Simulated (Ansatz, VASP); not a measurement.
WC in VASP and in Ansatz

```
W C
1.0
     2.90650    0.00000    0.00000
    -1.45325    2.51710    0.00000
     0.00000    0.00000    2.83660
W C
1 1
Direct
  0.00000 0.00000 0.00000
  0.66667 0.33333 0.50000
```

Alike in both runs: task single point; functional PBE; k mesh 10 × 10 × 9; occupations gaussian, width 0.026 eV; no spin polarisation.

```csv
,VASP,Ansatz
version,VASP 6.6.1,Ansatz 0.2.0
potentials or method,"VASP PAW PBE potentials, release 64 (W_sv, C), cutoff 520 eV","all-electron LAPW, scalar-relativistic"
```

```csv
,VASP,Ansatz,Ansatz less VASP
gap on the k mesh at the Fermi level (eV),none,none,-
pressure (GPa),6.7,5.7,-1.03
"traceless stress, the component that is largest in VASP (GPa)",-0.44,-0.62,-0.179
```

A gap of «none» marks a metal or a gap that the smearing closes. Ansatz ran all-electron here, and VASP with PAW potentials.

Neither program's run includes spin-orbit coupling.
